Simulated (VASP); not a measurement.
# AgCl in VASP: a series of runs

AgCl is run at these levels: PBE, r2SCAN; tasks: single point.

All numbers are computed with VASP 6.6.1; they aren't measurements. Logs are shortened: lines on timing, memory, paths and dates and some standing lists are left out, and cuts for length are marked.

## Step 1: The cell of the first run

Symmetry: I-4m2, No. 119, tetragonal system. Conventional cell: a = 4.233 Å, b = 4.233 Å, c = 5.851 Å, α = 90.00°, β = 90.00°, γ = 90.00°. Within 3.4 Å of Ag (site symmetry -4m2) lie 4 Cl at 2.57 Å. Cl (site symmetry -4m2) has 4 Ag at 2.57 Å within 3.4 Å.

## Step 2: Single point, PBE (uniaxial z strain -2.3%)

The input, INCAR:

```
SYSTEM = AgCl
  PREC = Accurate
  ENCUT = 520
  EDIFF = 1E-6
  ISMEAR = -1
  SIGMA = 0.02
  LREAL = .FALSE.
  LASPH = .TRUE.
  NELM = 80
  ALGO = Normal
  ISIF = 2
  LWAVE = .FALSE.
  LCHARG = .TRUE.
  GGA = PE
  LELF = .TRUE.
  LVHAR = .TRUE.
  NBANDS = 16
```

The input, KPOINTS:

```
Automatic mesh
0
G
  8 8 8
  0 0 0
```

The input, POSCAR:

```
AgCl
1.0
    0.0000000000      2.9932461898      2.9255988259
    2.9932461898      0.0000000000      2.9255988259
    2.9932461898      2.9932461898      0.0000000000
Ag Cl
1 1
Direct
    0.0000000000      0.0000000000      0.0000000000
    0.2500000000      0.2500000000      0.2500000000
```

Potentials or basis: VASP PAW PBE potentials, release 64 (Ag, Cl).

Command:

```bash
> cat potpaw_PBE.64/Ag/POTCAR potpaw_PBE.64/Cl/POTCAR > POTCAR
> mpirun -np 1 vasp_std > vasp.out
```

OUTCAR:

```text
SYSTEM = AgCl
   PREC = Accurate
   ENCUT = 520
   EDIFF = 1E-6
   ISMEAR = -1
   LREAL = .FALSE.
   LASPH = .TRUE.
   NELM = 80
   ISIF = 2
   GGA = PE

 ion  position               nearest neighbor table
   1  0.000  0.000  0.000-   2 2.57   2 2.57   2 2.57   2 2.57
   2  0.250  0.250  0.250-   1 2.57   1 2.57   1 2.57   1 2.57

  LATTYP: Found a body centered tetragonal cell.
 ALAT       =     4.2330893571
 C/A-ratio  =     1.3822523359

  Lattice vectors:

 A1 = (   0.0000000000,  -2.9932461898,  -2.9255988259)
 A2 = (   0.0000000000,   2.9932461898,  -2.9255988259)
 A3 = (   2.9932461898,   0.0000000000,   2.9255988259)

Analysis of symmetry for initial positions (statically):
=====================================================================
 Subroutine PRICEL returns:
 Original cell was already a primitive cell.

 Routine SETGRP: Setting up the symmetry group for a
 body centered tetragonal supercell.

 Subroutine GETGRP returns: Found  8 space group operations
 (whereof  8 operations were pure point group operations)
 out of a pool of 16 trial point group operations.

The static configuration has the point symmetry D_2d.

Analysis of symmetry for dynamics (positions and initial velocities):
=====================================================================
 Subroutine PRICEL returns:
 Original cell was already a primitive cell.

 Routine SETGRP: Setting up the symmetry group for a
 body centered tetragonal supercell.

 Subroutine GETGRP returns: Found  8 space group operations
 (whereof  8 operations were pure point group operations)
 out of a pool of 16 trial point group operations.

The dynamic configuration has the point symmetry D_2d.

 Subroutine INISYM returns: Found  8 space group operations
 (whereof  8 operations are pure point group operations),
 and found     1 'primitive' translations

----------------------------------------------------------------------------------------

                                     Primitive cell

  volume of cell :      52.4239

  direct lattice vectors                    reciprocal lattice vectors
     0.000000000  2.993246190  2.925598826    -0.167042725  0.167042725  0.170905182
     2.993246190  0.000000000  2.925598826     0.167042725 -0.167042725  0.170905182
     2.993246190  2.993246190  0.000000000     0.167042725  0.167042725 -0.170905182

  length of vectors
     4.185528789  4.185528789  4.233089357     0.291573533  0.291573533  0.291573533

  position of ions in fractional coordinates (direct lattice)
     0.000000000  0.000000000  0.000000000
     0.250000000  0.250000000  0.250000000

  ion indices of the primitive-cell ions
   primitive index   ion index
                 1           1
                 2           2

----------------------------------------------------------------------------------------

 KPOINTS: Automatic mesh

Automatic generation of k-mesh.
 Grid dimensions read from file:
 generate k-points for:    8    8    8

 Generating k-lattice:

  Cartesian coordinates                     Fractional coordinates (reciprocal lattice)
    -0.020880341  0.020880341  0.021363148     0.125000000  0.000000000  0.000000000
     0.020880341 -0.020880341  0.021363148     0.000000000  0.125000000  0.000000000
     0.020880341  0.020880341 -0.021363148     0.000000000  0.000000000  0.125000000

  Length of vectors
     0.036446692  0.036446692  0.036446692

  Shift w.r.t. Gamma in fractional coordinates (k-lattice)
     0.000000000  0.000000000  0.000000000

 Subroutine IBZKPT returns following result:
 ===========================================

 Found     59 irreducible k-points:

 Following reciprocal coordinates:
            Coordinates               Weight
  0.000000  0.000000  0.000000      1.000000
  0.125000 -0.000000  0.000000      8.000000
  0.250000 -0.000000  0.000000      8.000000
  0.375000 -0.000000  0.000000      8.000000
  0.500000 -0.000000  0.000000      4.000000
  0.125000  0.125000  0.000000      2.000000
[... 16 lines left out ...]
  0.250000 -0.000000  0.125000     16.000000
  0.375000  0.000000  0.125000     16.000000
 [... further k-points ...]
   k-points           NKPTS =     59   k-points in BZ     NKDIM =     59   number of bands    NBANDS=     16
   number of dos      NEDOS =    301   number of ions     NIONS =      2
   total plane-waves  NPLWV =  32768
   dimension x,y,z NGX =    32 NGY =   32 NGZ =   32
   dimension x,y,z NGXF=    64 NGYF=   64 NGZF=   64
   ions per type =               1   1
   NGX,Y,Z   is equivalent  to a cutoff of  12.71, 12.71, 12.57 a.u.
   NGXF,Y,Z  is equivalent  to a cutoff of  25.42, 25.42, 25.13 a.u.
 SYSTEM =  AgCl
   PREC   = accura    normal or accurate (medium, high low for compatibility)
   ISTART =      0    job   : 0-new  1-cont  2-samecut
   ICHARG =      2    charge: 1-file 2-atom 10-const
   ISPIN  =      1    spin polarized calculation?
   LNONCOLLINEAR =      F non collinear calculations
   LSORBIT =      F    spin-orbit coupling
   LASPH  =      T    aspherical Exc in radial PAW
   ENCUT  =  520.0 eV  38.22 Ry    6.18 a.u.   7.78  7.78  7.87*2*pi/ulx,y,z
   NELM   =     80;   NELMIN=  2; NELMDL= -5     # of ELM steps
   EDIFF  = 0.1E-05   stopping-criterion for ELM
   LREAL  =      F    real-space projection
   EDIFFG = 0.1E-04   stopping-criterion for IOM
   NSW    =      0    number of steps for IOM
   IBRION =     -1    ionic relax: 0-MD 1-quasi-New 2-CG
   NFREE  =      0    steps in history (QN), initial steepest desc. (CG)
   ISIF   =      2    stress and relaxation
   ISYM   =      2    0-nonsym 1-usesym 2-fastsym
   POTIM  = 0.5000    time-step for ionic-motion
   TEBEG  =    0.0;   TEEND  =   0.0 temperature during run
   PSTRESS=    0.0 pullay stress
   NELECT =      18.0000    total number of electrons
   NUPDOWN=      -1.0000    fix difference up-down
   EMIN   =  10.00;   EMAX   =-10.00  energy-range for DOS
   EFERMI =   0.00;   METHOD = LEGACY
   ISMEAR =    -1;   SIGMA  =   0.02  broadening in eV -4-tet -1-fermi 0-gaus
   EFERMI_NEDOS =   21; number of points for ismear=-14 and -15
   IALGO  =     38    algorithm
   IMIX   =      4    mixing-type and parameters
     AMIX     =   0.40;   BMIX     =  1.00
     AMIX_MAG =   1.60;   BMIX_MAG =  1.00
  volume/ion in A,a.u.               =      26.21       176.89
  Fermi-wavevector in a.u.,A,eV,Ry     =   1.146364  2.166313 17.880095  1.314150
  Thomas-Fermi vector in A             =   2.283048
   LORBIT       =      0    0 simple, 1 ext, 2 COOP (PROOUT), +10 PAW based schemes
   GGA     = PE    functional components
   LHFCALC =     F    Hartree Fock is set to
   AEXX    =    0.0000 exact exchange contribution
   IVDW    =     0    specifies the selected vdW correction
   LEPSILON=     F    determine dielectric tensor
   LRPA    =     F    only Hartree local field effects (RPA)
 non-spin polarized calculation
  energy-cutoff  :      520.00
  volume of cell :       52.42
 maximum number of plane-waves:      1431
   NGX = 15   NGY = 15   NGZ = 15

 number of electron      18.0000000 magnetization

 Free energy of the ion-electron system (eV)
  ---------------------------------------------------
  ext. energy  EPLUGINS =         0.00000000
  ---------------------------------------------------
  free energy    TOTEN  =        -5.43491148 eV

  energy without entropy =       -5.43491148  energy(sigma->0) =       -5.43491148

 E-fermi :   2.3862     XC(G=0):  -8.6533

 val. band max:        2.0175701812   @ k =   0.0000   0.0000   0.0000
 cond. band min:       3.2220006837   @ k =   0.0000   0.0000   0.0000
 fundamental gap:      1.2044305025
 Fermi energy:         2.3861842969

 k-point     1 :       0.0000    0.0000    0.0000
  band No.  band energies     occupation
      1     -12.9972      2.00000
      2      -2.2491      2.00000
      3      -2.2491      2.00000
      4      -2.2275      2.00000
      5      -0.2226      2.00000
      6      -0.1972      2.00000
[... 8 lines left out ...]
     15      14.7434      0.00000
     16      14.9870      0.00000

 k-point     2 :       0.1250   -0.0000    0.0000
  band No.  band energies     occupation
      1     -12.9695      2.00000
      2      -2.2879      2.00000
      3      -2.2201      2.00000
      4      -2.2001      2.00000
      5      -0.2256      2.00000
      6      -0.2036      2.00000
[... 8 lines left out ...]
     15      14.1835      0.00000
     16      15.2577      0.00000

 k-point     3 :       0.2500   -0.0000    0.0000
  band No.  band energies     occupation
      1     -12.9019      2.00000
      2      -2.3527      2.00000
      3      -2.1526      2.00000
      4      -2.1228      2.00000
      5      -0.2148      2.00000
      6      -0.2028      2.00000
[... 8 lines left out ...]
     15      13.8598      0.00000
     16      14.4977      0.00000

 k-point     4 :       0.3750   -0.0000    0.0000
  band No.  band energies     occupation
      1     -12.8332      2.00000
      2      -2.3499      2.00000
      3      -2.0900      2.00000
      4      -2.0489      2.00000
      5      -0.1705      2.00000
      6      -0.1691      2.00000
[... 8 lines left out ...]
     15      14.5154      0.00000
     16      14.5269      0.00000
[... 324 lines left out ...]
 k-point    22 :       0.1250    0.0000    0.1250
  band No.  band energies     occupation
      1     -12.9608      2.00000
      2      -2.3319      2.00000
      3      -2.1969      2.00000
      4      -2.1644      2.00000
      5      -0.2562      2.00000
      6      -0.1805      2.00000
[... 8 lines left out ...]
     15      14.7123      0.00000
     16      16.1064      0.00000

 k-point    23 :       0.2500   -0.0000    0.1250
  band No.  band energies     occupation
      1     -12.9069      2.00000
      2      -2.3926      2.00000
      3      -2.1343      2.00000
      4      -2.0906      2.00000
      5      -0.2766      2.00000
      6      -0.1616      2.00000
[... 8 lines left out ...]
     15      14.5309      0.00000
     16      15.8516      0.00000

 k-point    24 :       0.3750    0.0000    0.1250
  band No.  band energies     occupation
      1     -12.8386      2.00000
      2      -2.3775      2.00000
      3      -2.0806      2.00000
      4      -2.0144      2.00000
      5      -0.2425      2.00000
      6      -0.1368      2.00000
[... 8 lines left out ...]
     15      14.8534      0.00000
     16      15.2747      0.00000

 [... further k-points ...]

------------------------ aborting loop because EDIFF is reached ----------------------------------------

  FORCE on cell =-STRESS in cart. coord.  units (eV):
  Direction    XX          YY          ZZ          XY          YZ          ZX
  --------------------------------------------------------------------------------------
  -------------------------------------------------------------------------------------
  Total        0.6306662      0.6306662      0.6328805      0.0000000     -0.0000000      0.0000000
  in kB       19.2743819     19.2743819     19.3420569      0.0000000     -0.0000000      0.0000000
  external PRESSURE =      19.2969403 kB  Pullay stress =       0.0000000 kB

 VOLUME and BASIS-vectors are now :
 -----------------------------------------------------------------------------
  energy-cutoff  :      520.00
  volume of cell :       52.42
      direct lattice vectors                 reciprocal lattice vectors
     0.000000000  2.993246190  2.925598826    -0.167042725  0.167042725  0.170905182
     2.993246190  0.000000000  2.925598826     0.167042725 -0.167042725  0.170905182
     2.993246190  2.993246190  0.000000000     0.167042725  0.167042725 -0.170905182

 POSITION                                       TOTAL-FORCE (eV/Angst)
 -----------------------------------------------------------------------------------
      0.00000      0.00000      0.00000        -0.000000     -0.000000      0.000000
      1.49662      1.49662      1.46280         0.000000      0.000000     -0.000000
 -----------------------------------------------------------------------------------
    total drift:                                0.000000      0.000000      0.000000

  FREE ENERGIE OF THE ION-ELECTRON SYSTEM (eV)
  ---------------------------------------------------
  free  energy   TOTEN  =        -5.4349114789 eV

  energy  without entropy=       -5.4349114788  energy(sigma->0) =       -5.43491148
```

Wall time 30 s (1 thread of Intel Xeon Platinum 8259CL at 2.50GHz (Skylake/Cascade Lake), shared host); peak memory 0.2 GiB.

Results:

| Property | Result |
| --- | --- |
| Free energy | -5.4349 eV |
| Pressure | 1.9 GPa |
| Band gap on the k mesh | 1.20 eV |

Caveat: the cell differs from its parent crystal (uniaxial z strain -2.3%); the structure was generated, so it needn't be the stable form of AgCl.

(Continued in part 2 of 2.)
